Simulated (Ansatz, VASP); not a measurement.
**BeTe in VASP and in Ansatz**

```
CELL_PARAMETERS angstrom
0.00000 2.82844 2.82844
2.82844 0.00000 2.82844
2.82844 2.82844 0.00000
ATOMIC_POSITIONS crystal
Be 0.00000 0.00000 0.00000
Te 0.25000 0.25000 0.25000
```

Alike in both runs: task single point; functional r2SCAN; k mesh 8 × 8 × 8; occupations fermi-dirac, width 0.02 eV; non-collinear spin, spin-orbit coupling.

```csv
,VASP,Ansatz
version,VASP 6.6.1,Ansatz 0.2.0
potentials or method,"VASP PAW PBE potentials, release 64 (Be, Te), cutoff 520 eV",PAW plane waves
valence electrons in the cell,8,18
```

```tsv
	VASP	Ansatz	Ansatz less VASP
pressure (GPa)	0.2	0.0	-0.21
net moment per atom (μB)	0.00	0.00	0.000
```

VASP's potentials were made for PBE, not for r2SCAN. VASP's potentials hold 8 valence electrons a cell and Ansatz's 18, so a difference there can come from the potentials and not from the codes.
